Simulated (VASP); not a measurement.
Wanted: the native input for a VASP 6.6.1 run.

```
Task                   : single point
Functional             : PBE
Potentials or basis    : VASP PAW PBE potentials, release 64 (Ba_sv, Ti_sv, O)
Cutoff                 : 520 eV
k mesh                 : 8 × 8 × 8
Occupations            : fermi-dirac, width 0.02 eV
Spin                   : no spin polarisation
Dipole correction      : no
Further INCAR settings : ALGO = Normal; EDIFF = 1e-06; NBANDS = 28
```

The structure of BaTiO3 lies in POSCAR:

```
BaTiO3
1.0
    2.7699434315      1.5992275858      2.2704180834
   -2.7699434315      1.5992275858      2.2704180834
    0.0000000000     -3.1984551716      2.2704180834
Ba Ti O
1 1 3
Direct
    0.0025509934      0.0025509934      0.0025509934
    0.4986397109      0.4986397109      0.4986397109
    0.5064318393      0.5064318393      0.0072456170
    0.0072456170      0.5064318393      0.5064318393
    0.5064318393      0.0072456170      0.5064318393
```

This cell differs from its parent crystal: volume scaled by 0.94, then relaxed in part.

One way to write it, as run:

INCAR

```
SYSTEM = BaTiO3
ALGO = Normal ; EDIFF = 1E-6
ENCUT = 520 ; GGA = PE
ISIF = 2 ; ISMEAR = -1
LASPH = .TRUE. ; LCHARG = .FALSE.
LREAL = .FALSE. ; LWAVE = .FALSE.
NBANDS = 28 ; NELM = 100
PREC = Accurate ; SIGMA = 0.02
```

KPOINTS

```
k-points
0
G
  8 8 8
  0 0 0
```

Potentials or basis: VASP PAW PBE potentials, release 64 (Ba_sv, Ti_sv, O).

Command:

```bash
$ cat potpaw_PBE.64/Ba_sv/POTCAR potpaw_PBE.64/Ti_sv/POTCAR potpaw_PBE.64/O/POTCAR > POTCAR
$ mpirun -np 1 vasp_std > vasp.out
```

It gave:

* Pressure: 16.6 GPa
* Largest force: 0.019 eV/Å
* Band gap on the k mesh: 1.92 eV, indirect (least direct gap 2.02 eV)

Caveat: spin-orbit coupling is left out, which moves the levels of the heavy elements.

It took 56 s on 1 thread of Intel(R) Xeon(R) 6975P-C (Granite Rapids), with other jobs on the host, peak memory 0.24 GiB.
